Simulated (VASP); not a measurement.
# As (P6_3/mmc) in VASP: a series of runs, part 2 of 3

VASP 6.6.1. Earlier steps stand in the parts before.

### 4 Single point, BLYP (19.94 Å³/atom)

This run uses another cell than the first one, of 19.94 Å³/atom.

INCAR

```
AGGAC = 1.0
AGGAX = 1.0
ALDAC = 0.0
ALDAX = 1.0
ALGO = Normal
EDIFF = 1E-6
ENCUT = 520
GGA = B5
ISIF = 2
ISMEAR = -1
LASPH = True
LCHARG = True
LELF = True
LREAL = False
LVHAR = True
LWAVE = False
NBANDS = 18
NELM = 60
PREC = Accurate
SIGMA = 0.1
```

KPOINTS

```
k-points
0
Gamma
  14 14 4
```

POSCAR

```
As
1.0
    2.8968526968      0.0000000000      0.0000000000
   -1.4484263484      2.5087480265      0.0000000000
    0.0000000000      0.0000000000     10.9754100175
As
4
Direct
    1.0000000000      0.0000000000      0.0000000000
    1.0000000000      0.0000000000      0.5000000000
    0.3333333333      0.6666666667      0.2500000000
    0.6666666667      0.3333333333      0.7500000000
```

Potentials or basis: VASP PAW PBE potentials, release 64 (As).

On the command line:

```
$ cat potpaw_PBE.64/As/POTCAR > POTCAR
$ mpirun -np 1 vasp_std > vasp.out
```

OUTCAR:

```text
EDIFF = 1E-6
   ENCUT = 520
   GGA = B5
   ISIF = 2
   ISMEAR = -1
   LASPH = True
   LREAL = False
   NELM = 60
   PREC = Accurate

 ion  position               nearest neighbor table
   1  0.000  0.000  0.000-
   2  0.000  0.000  0.500-
   3  0.333  0.667  0.250-
   4  0.667  0.333  0.750-

  LATTYP: Found a hexagonal cell.
 ALAT       =     2.8968526968
 C/A-ratio  =     3.7887359718

  Lattice vectors:

 A1 = (   2.8968526968,   0.0000000000,   0.0000000000)
 A2 = (  -1.4484263484,   2.5087480265,   0.0000000000)
 A3 = (   0.0000000000,   0.0000000000,  10.9754100175)

Analysis of symmetry for initial positions (statically):
=====================================================================
 Subroutine PRICEL returns:
 Original cell was already a primitive cell.

 Routine SETGRP: Setting up the symmetry group for a
 hexagonal supercell.

 Subroutine GETGRP returns: Found 24 space group operations
 (whereof 12 operations were pure point group operations)
 out of a pool of 24 trial point group operations.

The static configuration has the point symmetry D_3d.
 The point group associated with its full space group is D_6h.

Analysis of symmetry for dynamics (positions and initial velocities):
=====================================================================
 Subroutine PRICEL returns:
 Original cell was already a primitive cell.

 Routine SETGRP: Setting up the symmetry group for a
 hexagonal supercell.

 Subroutine GETGRP returns: Found 24 space group operations
 (whereof 12 operations were pure point group operations)
 out of a pool of 24 trial point group operations.

The dynamic configuration has the point symmetry D_3d.
 The point group associated with its full space group is D_6h.

 Subroutine INISYM returns: Found 24 space group operations
 (whereof 12 operations are pure point group operations),
 and found     1 'primitive' translations

----------------------------------------------------------------------------------------

                                     Primitive cell

  volume of cell :      79.7635

  direct lattice vectors                    reciprocal lattice vectors
     2.896852697  0.000000000  0.000000000     0.345202226  0.199302598  0.000000000
    -1.448426348  2.508748027  0.000000000     0.000000000  0.398605196  0.000000000
     0.000000000  0.000000000 10.975410017     0.000000000  0.000000000  0.091112769

  length of vectors
     2.896852697  2.896852697 10.975410017     0.398605196  0.398605196  0.091112769

  position of ions in fractional coordinates (direct lattice)
     0.000000000  0.000000000  0.000000000
     0.000000000  0.000000000  0.500000000
     0.333333333  0.666666667  0.250000000
     0.666666667  0.333333333  0.750000000

  ion indices of the primitive-cell ions
   primitive index   ion index
                 1           1
                 2           2
                 3           3
                 4           4

----------------------------------------------------------------------------------------

 KPOINTS: k-points

Automatic generation of k-mesh.
 Grid dimensions read from file:
 generate k-points for:   14   14    4

 Generating k-lattice:

  Cartesian coordinates                     Fractional coordinates (reciprocal lattice)
     0.024657302  0.014235900  0.000000000     0.071428571 -0.000000000  0.000000000
     0.000000000  0.028471800  0.000000000     0.000000000  0.071428571  0.000000000
     0.000000000  0.000000000  0.022778192     0.000000000  0.000000000  0.250000000

  Length of vectors
     0.028471800  0.028471800  0.022778192

  Shift w.r.t. Gamma in fractional coordinates (k-lattice)
     0.000000000  0.000000000  0.000000000

 Subroutine IBZKPT returns following result:
 ===========================================

 Found     72 irreducible k-points:

 Following reciprocal coordinates:
            Coordinates               Weight
  0.000000  0.000000  0.000000      1.000000
  0.071429 -0.000000  0.000000      6.000000
  0.142857  0.000000  0.000000      6.000000
  0.214286 -0.000000  0.000000      6.000000
  0.285714  0.000000  0.000000      6.000000
  0.357143 -0.000000  0.000000      6.000000
[... 16 lines left out ...]
  0.285714  0.285714  0.000000      6.000000
  0.357143  0.285714  0.000000      6.000000
 [... further k-points ...]
   k-points           NKPTS =     72   k-points in BZ     NKDIM =     72   number of bands    NBANDS=     18
   number of dos      NEDOS =    301   number of ions     NIONS =      4
   total plane-waves  NPLWV =  48384
   dimension x,y,z NGX =    24 NGY =   24 NGZ =   84
   dimension x,y,z NGXF=    48 NGYF=   48 NGZF=  168
   ions per type =               4
   NGX,Y,Z   is equivalent  to a cutoff of  13.77, 13.77, 12.72 a.u.
   NGXF,Y,Z  is equivalent  to a cutoff of  27.55, 27.55, 25.45 a.u.
 SYSTEM =  unknown system
   PREC   = accura    normal or accurate (medium, high low for compatibility)
   ISTART =      0    job   : 0-new  1-cont  2-samecut
   ICHARG =      2    charge: 1-file 2-atom 10-const
   ISPIN  =      1    spin polarized calculation?
   LNONCOLLINEAR =      F non collinear calculations
   LSORBIT =      F    spin-orbit coupling
   LASPH  =      T    aspherical Exc in radial PAW
   ENCUT  =  520.0 eV  38.22 Ry    6.18 a.u.   5.39  5.39 20.41*2*pi/ulx,y,z
   NELM   =     60;   NELMIN=  2; NELMDL= -5     # of ELM steps
   EDIFF  = 0.1E-05   stopping-criterion for ELM
   LREAL  =      F    real-space projection
   EDIFFG = 0.1E-04   stopping-criterion for IOM
   NSW    =      0    number of steps for IOM
   IBRION =     -1    ionic relax: 0-MD 1-quasi-New 2-CG
   NFREE  =      0    steps in history (QN), initial steepest desc. (CG)
   ISIF   =      2    stress and relaxation
   ISYM   =      2    0-nonsym 1-usesym 2-fastsym
   POTIM  = 0.5000    time-step for ionic-motion
   TEBEG  =    0.0;   TEEND  =   0.0 temperature during run
   PSTRESS=    0.0 pullay stress
   NELECT =      20.0000    total number of electrons
   NUPDOWN=      -1.0000    fix difference up-down
   EMIN   =  10.00;   EMAX   =-10.00  energy-range for DOS
   EFERMI =   0.00;   METHOD = LEGACY
   ISMEAR =    -1;   SIGMA  =   0.10  broadening in eV -4-tet -1-fermi 0-gaus
   EFERMI_NEDOS =   21; number of points for ismear=-14 and -15
   IALGO  =     38    algorithm
   IMIX   =      4    mixing-type and parameters
     AMIX     =   0.40;   BMIX     =  1.00
     AMIX_MAG =   1.60;   BMIX_MAG =  1.00
  volume/ion in A,a.u.               =      19.94       134.57
  Fermi-wavevector in a.u.,A,eV,Ry     =   1.032326  1.950813 14.499680  1.065696
  Thomas-Fermi vector in A             =   2.166518
   LORBIT       =      0    0 simple, 1 ext, 2 COOP (PROOUT), +10 PAW based schemes
   GGA     = B5    functional components
   LHFCALC =     F    Hartree Fock is set to
   AEXX    =    0.0000 exact exchange contribution
   IVDW    =     0    specifies the selected vdW correction
   LEPSILON=     F    determine dielectric tensor
   LRPA    =     F    only Hartree local field effects (RPA)
 non-spin polarized calculation
  energy-cutoff  :      520.00
  volume of cell :       79.76
 maximum number of plane-waves:      2201
 NGX is ok and might be reduce to    24
   NGX = 11   NGY = 11   NGZ = 41

 number of electron      19.9999995 magnetization

 Free energy of the ion-electron system (eV)
  ---------------------------------------------------
  ext. energy  EPLUGINS =         0.00000000
  ---------------------------------------------------
  free energy    TOTEN  =       -13.13800133 eV

  energy without entropy =      -13.05804130  energy(sigma->0) =      -13.09802132

 E-fermi :   6.3972     XC(G=0):  -9.8596

 val. band max:        6.3792331432   @ k =   0.3571   0.2143   0.5000
 cond. band min:       6.3988761433   @ k =   0.2143  -0.0000   0.0000
 fundamental gap:      0.0196430001
 Fermi energy:         6.3972115349

 k-point     1 :       0.0000    0.0000    0.0000
  band No.  band energies     occupation
      1      -8.3463      2.00000
      2      -7.3583      2.00000
      3      -7.3335      2.00000
      4      -5.6926      2.00000
      5       0.0293      2.00000
      6       3.9315      2.00000
[... 481 lines left out ...]
      5       1.7317      2.00000
      6       1.9867      2.00000
[... 10 lines left out ...]
     17      13.3129      0.00000
     18      13.3577      0.00000

 [... further k-points ...]

------------------------ aborting loop because EDIFF is reached ----------------------------------------

  FORCE on cell =-STRESS in cart. coord.  units (eV):
  Direction    XX          YY          ZZ          XY          YZ          ZX
  --------------------------------------------------------------------------------------
  -------------------------------------------------------------------------------------
  Total        3.6513088      3.6513088      2.2616610      0.0000000      0.0000000      0.0000000
  in kB       73.3423687     73.3423687     45.4290742      0.0000000      0.0000000      0.0000000
  external PRESSURE =      64.0379372 kB  Pullay stress =       0.0000000 kB

 VOLUME and BASIS-vectors are now :
 -----------------------------------------------------------------------------
  energy-cutoff  :      520.00
  volume of cell :       79.76
      direct lattice vectors                 reciprocal lattice vectors
     2.896852697  0.000000000  0.000000000     0.345202226  0.199302598  0.000000000
    -1.448426348  2.508748027  0.000000000     0.000000000  0.398605196  0.000000000
     0.000000000  0.000000000 10.975410017     0.000000000  0.000000000  0.091112769

 POSITION                                       TOTAL-FORCE (eV/Angst)
 -----------------------------------------------------------------------------------
      0.00000      0.00000      0.00000         0.000000      0.000000      0.000000
      0.00000      0.00000      5.48771         0.000000      0.000000      0.000000
     -0.00000      1.67250      2.74385        -0.000000      0.000000     -0.000000
      1.44843      0.83625      8.23156         0.000000     -0.000000      0.000000
 -----------------------------------------------------------------------------------
    total drift:                               -0.000000      0.000000      0.000000

  FREE ENERGIE OF THE ION-ELECTRON SYSTEM (eV)
  ---------------------------------------------------
  free  energy   TOTEN  =       -13.1380013324 eV

  energy  without entropy=      -13.0580413002  energy(sigma->0) =      -13.09802132
```

stdout:

```text
POSCAR found type information on POSCAR As
 POSCAR found :  1 types and       4 ions
 scaLAPACK will be used
 -----------------------------------------------------------------------------
|                                                                             |
|                                                                             |
|     You enforced a specific xc type in the INCAR file but a different       |
|     I HOPE YOU KNOW WHAT YOU ARE DOING!                                     |
|                                                                             |
 -----------------------------------------------------------------------------

 LDA part: xc-table for (Slater(with rela. corr.)+VWN5), standard interpolation
 POSCAR, INCAR and KPOINTS ok, starting setup
 FFT: planning ... GRIDC
 FFT: planning ... GRID_SOFT
 FFT: planning ... GRID
 WAVECAR not read
 entering main loop
```

Run time: 74 s. Hardware: 1 thread of AMD EPYC 9R14 (Zen 4), shared host; peak memory 0.21 GiB.

Results:

```
Free energy            : -13.1380 eV
Pressure               : 6.4 GPa
Band gap on the k mesh : zero (bands 10 and 11 overlap by 8.21 eV)
```

Stress tensor (GPa, compression positive):
```
7.33 0.00 0.00
0.00 7.33 0.00
0.00 0.00 4.54
```

Caveat: the cell stands under pressure; the PAW data sets were made with another functional, which shifts forces and pressure a little.

### 5 Single point, BLYP (20.81 Å³/atom)

This run uses another cell than the first one, of 20.81 Å³/atom.

INCAR

```
PREC = Accurate
ENCUT = 520
EDIFF = 1E-7
ISMEAR = -1
SIGMA = 0.1
LREAL = F
LASPH = T
NELM = 100
ALGO = Normal
ISIF = 2
LWAVE = F
LCHARG = T
GGA = B5
ALDAX = 1.0
AGGAX = 1.0
AGGAC = 1.0
ALDAC = 0.0
LELF = T
LVHAR = T
NBANDS = 18
```

KPOINTS

```
Automatic mesh
0
Gamma
  14 14 4
```

POSCAR

```
As
1.0
    2.9382418987      0.0000000000      0.0000000000
   -1.4691209493      2.5445921267      0.0000000000
    0.0000000000      0.0000000000     11.1322227755
As
4
Direct
    1.0000000000      0.0000000000      0.0000000000
    1.0000000000      0.0000000000      0.5000000000
    0.3333333333      0.6666666667      0.2500000000
    0.6666666667      0.3333333333      0.7500000000
```

Potentials or basis: VASP PAW PBE potentials, release 64 (As).

On the command line:

```
$ cat potpaw_PBE.64/As/POTCAR > POTCAR
$ mpirun -np 1 vasp_std > vasp.out
```

OUTCAR:

```text
PREC = Accurate
   ENCUT = 520
   EDIFF = 1E-7
   ISMEAR = -1
   LREAL = F
   LASPH = T
   NELM = 100
   ISIF = 2
   GGA = B5

 ion  position               nearest neighbor table
   1  0.000  0.000  0.000-
   2  0.000  0.000  0.500-
   3  0.333  0.667  0.250-
   4  0.667  0.333  0.750-

  LATTYP: Found a hexagonal cell.
 ALAT       =     2.9382418987
 C/A-ratio  =     3.7887359718

  Lattice vectors:

 A1 = (   2.9382418987,   0.0000000000,   0.0000000000)
 A2 = (  -1.4691209493,   2.5445921267,   0.0000000000)
 A3 = (   0.0000000000,   0.0000000000,  11.1322227755)

Analysis of symmetry for initial positions (statically):
=====================================================================
 Subroutine PRICEL returns:
 Original cell was already a primitive cell.

 Routine SETGRP: Setting up the symmetry group for a
 hexagonal supercell.

[... 167 lines left out ...]
  ---------------------------------------------------
  free energy    TOTEN  =       -13.23845657 eV

  energy without entropy =      -13.15524313  energy(sigma->0) =      -13.19684985

 E-fermi :   5.9373     XC(G=0):  -9.6782

 val. band max:        5.9276306246   @ k =   0.2857   0.2857   0.5000
 cond. band min:       5.9385002931   @ k =   0.3571   0.2143   0.5000
 fundamental gap:      0.0108696685
 Fermi energy:         5.9372740118

 k-point     1 :       0.0000    0.0000    0.0000
  band No.  band energies     occupation
      1      -8.4578      2.00000
      2      -7.5213      2.00000
      3      -7.4976      2.00000
      4      -5.9780      2.00000
      5      -0.1248      2.00000
      6       3.5708      2.00000
[... 481 lines left out ...]
      5       1.4922      2.00000
      6       1.7398      2.00000
[... 10 lines left out ...]
     17      12.8224      0.00000
     18      12.9009      0.00000

 [... further k-points ...]

------------------------ aborting loop because EDIFF is reached ----------------------------------------

  FORCE on cell =-STRESS in cart. coord.  units (eV):
  Direction    XX          YY          ZZ          XY          YZ          ZX
  --------------------------------------------------------------------------------------
  -------------------------------------------------------------------------------------
  Total        1.8382948      1.8382948      0.9873544      0.0000000      0.0000000      0.0000000
  in kB       35.3865426     35.3865426     19.0062323      0.0000000      0.0000000      0.0000000
  external PRESSURE =      29.9264391 kB  Pullay stress =       0.0000000 kB

 VOLUME and BASIS-vectors are now :
 -----------------------------------------------------------------------------
  energy-cutoff  :      520.00
  volume of cell :       83.23
      direct lattice vectors                 reciprocal lattice vectors
     2.938241899  0.000000000  0.000000000     0.340339575  0.196495145  0.000000000
    -1.469120949  2.544592127  0.000000000     0.000000000  0.392990291  0.000000000
     0.000000000  0.000000000 11.132222776     0.000000000  0.000000000  0.089829320

 POSITION                                       TOTAL-FORCE (eV/Angst)
 -----------------------------------------------------------------------------------
      0.00000      0.00000      0.00000        -0.000000      0.000000     -0.000000
      0.00000      0.00000      5.56611        -0.000000      0.000000     -0.000000
     -0.00000      1.69639      2.78306         0.000000     -0.000000      0.000000
      1.46912      0.84820      8.34917        -0.000000      0.000000     -0.000000
 -----------------------------------------------------------------------------------
    total drift:                               -0.000000      0.000000      0.000000

  FREE ENERGIE OF THE ION-ELECTRON SYSTEM (eV)
  ---------------------------------------------------
  free  energy   TOTEN  =       -13.2384565699 eV

  energy  without entropy=      -13.1552431268  energy(sigma->0) =      -13.19684985
```

stdout:

```text
POSCAR found type information on POSCAR As
 POSCAR found :  1 types and       4 ions
 scaLAPACK will be used
 -----------------------------------------------------------------------------
|                                                                             |
|                                                                             |
|     You enforced a specific xc type in the INCAR file but a different       |
|     I HOPE YOU KNOW WHAT YOU ARE DOING!                                     |
|                                                                             |
 -----------------------------------------------------------------------------

 LDA part: xc-table for (Slater(with rela. corr.)+VWN5), standard interpolation
 POSCAR, INCAR and KPOINTS ok, starting setup
 FFT: planning ... GRIDC
 FFT: planning ... GRID_SOFT
 FFT: planning ... GRID
 WAVECAR not read
 entering main loop
```

Run time: 1.8 min. Hardware: 1 thread of AMD EPYC 9R14 (Zen 4), shared host; peak memory 0.21 GiB.

Results:

```yaml
Free_energy: -13.2385 eV
Pressure: 3.0 GPa
Band_gap_on_the_k_mesh: zero (bands 10 and 11 overlap by 7.76 eV)
```

Levels at points of the mesh, in eV from the Fermi level:
```csv
k point,band 6,band 7,band 8,band 9,band 10,band 11,band 12,band 13,band 14,band 15
"(0.00, 0.00, 0.00)",-2.37,-2.35,2.85,5.09,5.09,5.51,5.51,5.51,5.51,5.98
"(0.50, 0.00, 0.00)",-5.56,-4.86,-4.50,-1.44,-0.62,0.99,1.70,1.91,2.48,2.50
"(0.00, 0.00, 0.50)",-4.94,0.79,0.79,5.21,5.21,5.21,5.21,5.83,5.83,5.83
"(0.50, 0.00, 0.50)",-5.54,-4.91,-4.91,-0.68,-0.68,0.96,0.96,1.91,1.91,3.21
```

Caveat: the PAW data sets were made with another functional, which shifts forces and pressure a little.

[end of part 2 of 3]
